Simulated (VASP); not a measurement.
# Mn (P6/mmm) in VASP: single point with PBEsol

Aim: the single point of Mn with PBEsol.

Everything below comes from runs of VASP 6.6.1. Logs are shortened: lines on timing, memory, paths and dates and some standing lists are left out, and cuts for length are marked.

## (1) The cell of the first run

Symmetry: P6/mmm, No. 191, hexagonal system. The conventional cell has a = 3.696 Å, b = 3.696 Å, c = 2.320 Å, α = 90.00°, β = 90.00°, γ = 120.00°. Mn (site symmetry 6/mmm) has 14 Mn at 2.32 to 2.43 Å within 3.1 Å. Within 2.8 Å of Mn (site symmetry -6m2) lie 11 Mn at 2.13 to 2.43 Å.

This isn't the form of Mn at room conditions, which is a 58-atom cubic cell.

## (2) Single point, PBEsol (9.15 Å³/atom)

Input file INCAR:

```
  ALGO = Normal
  EDIFF = 1E-6
  ENCUT = 680
  GGA = PS
  GGA_COMPAT = False
  ISIF = 2
  ISMEAR = -1
  LASPH = True
  LCHARG = False
  LREAL = False
  LWAVE = False
  NBANDS = 30
  NELM = 120
  PREC = Accurate
  SIGMA = 0.1
```

Input file KPOINTS:

```
k-points
0
Gamma
  11 11 15
```

Input file POSCAR:

```
Mn
1.0
    3.6961457634      0.0000000000      0.0000000000
   -1.8480728817      3.2009561272      0.0000000000
    0.0000000000      0.0000000000      2.3200010855
Mn
3
Direct
    0.0000000000      1.0000000000      0.0000000000
    0.3333333333      0.6666666667      0.5000000000
    0.6666666667      0.3333333333      0.5000000000
```

Potentials or basis: VASP PAW PBE potentials, release 64 (Mn_sv).

Launch:

```console
cat potpaw_PBE.64/Mn_sv/POTCAR > POTCAR
mpirun -np 1 vasp_std > vasp.out
```

OUTCAR:

```text
EDIFF = 1E-6
   ENCUT = 680
   GGA = PS
   ISIF = 2
   ISMEAR = -1
   LASPH = True
   LREAL = False
   NELM = 120
   PREC = Accurate

 ion  position               nearest neighbor table
   1  0.000  0.000  0.000-   2 2.43   3 2.43   2 2.43   3 2.43   3 2.43   3 2.43   2 2.43   2 2.43
                             3 2.43   3 2.43   2 2.43   2 2.43
   2  0.333  0.667  0.500-   3 2.13   3 2.13   3 2.13   1 2.43   1 2.43   1 2.43   1 2.43   1 2.43
                             1 2.43
   3  0.667  0.333  0.500-   2 2.13   2 2.13   2 2.13   1 2.43   1 2.43   1 2.43   1 2.43   1 2.43
                             1 2.43

  LATTYP: Found a hexagonal cell.
 ALAT       =     3.6961457634
 C/A-ratio  =     0.6276811668

  Lattice vectors:

 A1 = (   3.6961457634,   0.0000000000,   0.0000000000)
 A2 = (  -1.8480728817,   3.2009561272,   0.0000000000)
 A3 = (   0.0000000000,   0.0000000000,   2.3200010855)

Analysis of symmetry for initial positions (statically):
=====================================================================
 Subroutine PRICEL returns:
 Original cell was already a primitive cell.

 Routine SETGRP: Setting up the symmetry group for a
 hexagonal supercell.

 Subroutine GETGRP returns: Found 24 space group operations
 (whereof 24 operations were pure point group operations)
 out of a pool of 24 trial point group operations.

The static configuration has the point symmetry D_6h.

Analysis of symmetry for dynamics (positions and initial velocities):
=====================================================================
 Subroutine PRICEL returns:
 Original cell was already a primitive cell.

 Routine SETGRP: Setting up the symmetry group for a
 hexagonal supercell.

 Subroutine GETGRP returns: Found 24 space group operations
 (whereof 24 operations were pure point group operations)
 out of a pool of 24 trial point group operations.

The dynamic configuration has the point symmetry D_6h.

 Subroutine INISYM returns: Found 24 space group operations
 (whereof 24 operations are pure point group operations),
 and found     1 'primitive' translations

----------------------------------------------------------------------------------------

                                     Primitive cell

  volume of cell :      27.4484

  direct lattice vectors                    reciprocal lattice vectors
     3.696145763  0.000000000  0.000000000     0.270552100  0.156203328  0.000000000
    -1.848072882  3.200956127  0.000000000     0.000000000  0.312406656  0.000000000
     0.000000000  0.000000000  2.320001085     0.000000000  0.000000000  0.431034281

  length of vectors
     3.696145763  3.696145763  2.320001085     0.312406656  0.312406656  0.431034281

  position of ions in fractional coordinates (direct lattice)
     0.000000000  0.000000000  0.000000000
     0.333333333  0.666666667  0.500000000
     0.666666667  0.333333333  0.500000000

  ion indices of the primitive-cell ions
   primitive index   ion index
                 1           1
                 2           2
                 3           3

----------------------------------------------------------------------------------------

 KPOINTS: k-points

Automatic generation of k-mesh.
 Grid dimensions read from file:
 generate k-points for:   11   11   15

 Generating k-lattice:

  Cartesian coordinates                     Fractional coordinates (reciprocal lattice)
     0.024595645  0.014200303  0.000000000     0.090909091  0.000000000  0.000000000
     0.000000000  0.028400605  0.000000000     0.000000000  0.090909091  0.000000000
     0.000000000  0.000000000  0.028735619     0.000000000  0.000000000  0.066666667

  Length of vectors
     0.028400605  0.028400605  0.028735619

  Shift w.r.t. Gamma in fractional coordinates (k-lattice)
     0.000000000  0.000000000  0.000000000

 Subroutine IBZKPT returns following result:
 ===========================================

 Found    128 irreducible k-points:

 Following reciprocal coordinates:
            Coordinates               Weight
  0.000000  0.000000  0.000000      1.000000
  0.090909  0.000000  0.000000      6.000000
  0.181818  0.000000  0.000000      6.000000
  0.272727  0.000000  0.000000      6.000000
  0.363636  0.000000  0.000000      6.000000
  0.454545 -0.000000  0.000000      6.000000
[... 16 lines left out ...]
  0.090909  0.090909  0.066667     12.000000
  0.181818  0.090909  0.066667     24.000000
 [... further k-points ...]
   k-points           NKPTS =    128   k-points in BZ     NKDIM =    128   number of bands    NBANDS=     30
   number of dos      NEDOS =    301   number of ions     NIONS =      3
   total plane-waves  NPLWV =  20480
   dimension x,y,z NGX =    32 NGY =   32 NGZ =   20
   dimension x,y,z NGXF=    64 NGYF=   64 NGZF=   40
   ions per type =               3
   NGX,Y,Z   is equivalent  to a cutoff of  14.39, 14.39, 14.33 a.u.
   NGXF,Y,Z  is equivalent  to a cutoff of  28.79, 28.79, 28.66 a.u.
 SYSTEM =  unknown system
   PREC   = accura    normal or accurate (medium, high low for compatibility)
   ISTART =      0    job   : 0-new  1-cont  2-samecut
   ICHARG =      2    charge: 1-file 2-atom 10-const
   ISPIN  =      1    spin polarized calculation?
   LNONCOLLINEAR =      F non collinear calculations
   LSORBIT =      F    spin-orbit coupling
   LASPH  =      T    aspherical Exc in radial PAW
   ENCUT  =  680.0 eV  49.98 Ry    7.07 a.u.   7.86  7.86  4.93*2*pi/ulx,y,z
   NELM   =    120;   NELMIN=  2; NELMDL= -5     # of ELM steps
   EDIFF  = 0.1E-05   stopping-criterion for ELM
   LREAL  =      F    real-space projection
   EDIFFG = 0.1E-04   stopping-criterion for IOM
   NSW    =      0    number of steps for IOM
   IBRION =     -1    ionic relax: 0-MD 1-quasi-New 2-CG
   NFREE  =      0    steps in history (QN), initial steepest desc. (CG)
   ISIF   =      2    stress and relaxation
   ISYM   =      2    0-nonsym 1-usesym 2-fastsym
   POTIM  = 0.5000    time-step for ionic-motion
   TEBEG  =    0.0;   TEEND  =   0.0 temperature during run
   PSTRESS=    0.0 pullay stress
   NELECT =      45.0000    total number of electrons
   NUPDOWN=      -1.0000    fix difference up-down
   EMIN   =  10.00;   EMAX   =-10.00  energy-range for DOS
   EFERMI =   0.00;   METHOD = LEGACY
   ISMEAR =    -1;   SIGMA  =   0.10  broadening in eV -4-tet -1-fermi 0-gaus
   EFERMI_NEDOS =   21; number of points for ismear=-14 and -15
   IALGO  =     38    algorithm
   IMIX   =      4    mixing-type and parameters
     AMIX     =   0.40;   BMIX     =  1.00
     AMIX_MAG =   1.60;   BMIX_MAG =  1.00
  volume/ion in A,a.u.               =       9.15        61.74
  Fermi-wavevector in a.u.,A,eV,Ry     =   1.930368  3.647866 50.699645  3.726319
  Thomas-Fermi vector in A             =   2.962606
   LORBIT       =      0    0 simple, 1 ext, 2 COOP (PROOUT), +10 PAW based schemes
   GGA     = PS    functional components
   LHFCALC =     F    Hartree Fock is set to
   AEXX    =    0.0000 exact exchange contribution
   IVDW    =     0    specifies the selected vdW correction
   LEPSILON=     F    determine dielectric tensor
   LRPA    =     F    only Hartree local field effects (RPA)
 non-spin polarized calculation
  energy-cutoff  :      680.00
  volume of cell :       27.45
 maximum number of plane-waves:      1117
 NGX is ok and might be reduce to    32
   NGX = 15   NGY = 15   NGZ =  9

 number of electron      44.9999999 magnetization

 Free energy of the ion-electron system (eV)
  ---------------------------------------------------
  ext. energy  EPLUGINS =         0.00000000
  ---------------------------------------------------
  free energy    TOTEN  =       -28.88304899 eV

  energy without entropy =      -28.79857226  energy(sigma->0) =      -28.84081063

 E-fermi :  16.7521     XC(G=0): -15.3269

 val. band max:       16.7458977788   @ k =   0.1818   0.0909   0.0667
 cond. band min:      16.7565633299   @ k =   0.2727   0.1818   0.3333
 fundamental gap:      0.0106655511
 Fermi energy:        16.7521293229

 k-point     1 :       0.0000    0.0000    0.0000
  band No.  band energies     occupation
      1     -62.4320      2.00000
      2     -61.9678      2.00000
      3     -61.9610      2.00000
      4     -31.6235      2.00000
      5     -31.6235      2.00000
      6     -31.1231      2.00000
[... 22 lines left out ...]
     29      26.9429      0.00000
     30      26.9677      0.00000

 k-point     2 :       0.0909    0.0000    0.0000
  band No.  band energies     occupation
      1     -62.4224      2.00000
      2     -61.9754      2.00000
      3     -61.9634      2.00000
      4     -31.6548      2.00000
      5     -31.6318      2.00000
      6     -31.0848      2.00000
[... 22 lines left out ...]
     29      25.1620      0.00000
     30      25.3571      0.00000

 k-point     3 :       0.1818    0.0000    0.0000
  band No.  band energies     occupation
      1     -62.3947      2.00000
      2     -61.9979      2.00000
      3     -61.9699      2.00000
      4     -31.7237      2.00000
      5     -31.6332      2.00000
      6     -30.9948      2.00000
[... 22 lines left out ...]
     29      23.3138      0.00000
     30      23.7961      0.00000

 k-point     4 :       0.2727    0.0000    0.0000
  band No.  band energies     occupation
      1     -62.3521      2.00000
      2     -62.0337      2.00000
      3     -61.9783      2.00000
      4     -31.7955      2.00000
      5     -31.5965      2.00000
      6     -30.8890      2.00000
[... 22 lines left out ...]
     29      21.6446      0.00000
     30      22.3064      0.00000

 k-point     5 :       0.3636    0.0000    0.0000
  band No.  band energies     occupation
      1     -62.3009      2.00000
      2     -62.0789      2.00000
      3     -61.9859      2.00000
      4     -31.8509      2.00000
      5     -31.5129      2.00000
      6     -30.8767      2.00000
[... 22 lines left out ...]
     29      20.2492      0.00000
     30      20.9107      0.00000
[... 526 lines left out ...]
     29      20.3663      0.00000
     30      21.2063      0.00000

 k-point    22 :       0.4545   -0.0000    0.0667
  band No.  band energies     occupation
      1     -62.2503      2.00000
      2     -62.1156      2.00000
      3     -61.9862      2.00000
      4     -31.8700      2.00000
      5     -31.4105      2.00000
      6     -31.0409      2.00000
[... 22 lines left out ...]
     29      19.3623      0.00000
     30      20.0783      0.00000

 k-point    23 :       0.0909    0.0909    0.0667
  band No.  band energies     occupation
      1     -62.3971      2.00000
      2     -61.9856      2.00000
      3     -61.9649      2.00000
      4     -31.6914      2.00000
      5     -31.6350      2.00000
      6     -31.0091      2.00000
[... 22 lines left out ...]
     29      24.1029      0.00000
     30      24.1595      0.00000

 k-point    24 :       0.1818    0.0909    0.0667
  band No.  band energies     occupation
      1     -62.3622      2.00000
      2     -62.0140      2.00000
      3     -61.9728      2.00000
      4     -31.7495      2.00000
      5     -31.6236      2.00000
      6     -30.9169      2.00000
[... 22 lines left out ...]
     29      22.4491      0.00000
     30      22.8360      0.00000

 [... further k-points ...]

------------------------ aborting loop because EDIFF is reached ----------------------------------------

  FORCE on cell =-STRESS in cart. coord.  units (eV):
  Direction    XX          YY          ZZ          XY          YZ          ZX
  --------------------------------------------------------------------------------------
  -------------------------------------------------------------------------------------
  Total        8.5468680      8.5468680      8.0004087      0.0000000      0.0000000      0.0000000
  in kB      498.8851504    498.8851504    466.9880351      0.0000000      0.0000000      0.0000000
  external PRESSURE =     488.2527786 kB  Pullay stress =       0.0000000 kB

 VOLUME and BASIS-vectors are now :
 -----------------------------------------------------------------------------
  energy-cutoff  :      680.00
  volume of cell :       27.45
      direct lattice vectors                 reciprocal lattice vectors
     3.696145763  0.000000000  0.000000000     0.270552100  0.156203328  0.000000000
    -1.848072882  3.200956127  0.000000000     0.000000000  0.312406656  0.000000000
     0.000000000  0.000000000  2.320001085     0.000000000  0.000000000  0.431034281

 POSITION                                       TOTAL-FORCE (eV/Angst)
 -----------------------------------------------------------------------------------
      0.00000      0.00000      0.00000         0.000000      0.000000      0.000000
     -0.00000      2.13397      1.16000        -0.000000     -0.000000      0.000000
      1.84807      1.06699      1.16000         0.000000      0.000000      0.000000
 -----------------------------------------------------------------------------------
    total drift:                               -0.000000      0.000000     -0.000000

  FREE ENERGIE OF THE ION-ELECTRON SYSTEM (eV)
  ---------------------------------------------------
  free  energy   TOTEN  =       -28.8830489914 eV

  energy  without entropy=      -28.7985722595  energy(sigma->0) =      -28.84081063
```

It took 1.8 min on 1 thread of Intel Xeon Platinum 8375C at 2.90GHz (Ice Lake), shared host; peak memory 0.23 GiB.

What came out:

| Property | Result |
| --- | --- |
| Free energy | -28.8830 eV |
| Pressure | 48.8 GPa |
| Band gap on the k mesh | zero (an odd number of electrons rules out a gap without spin polarisation) |

Caveat: the cell stands under pressure; the PAW data sets were made with another functional, which shifts forces and pressure a little; the run has no spin polarisation, though such a crystal can be magnetic. Spin polarisation is off, so any magnetic state and its effect on volume and gap are missing.
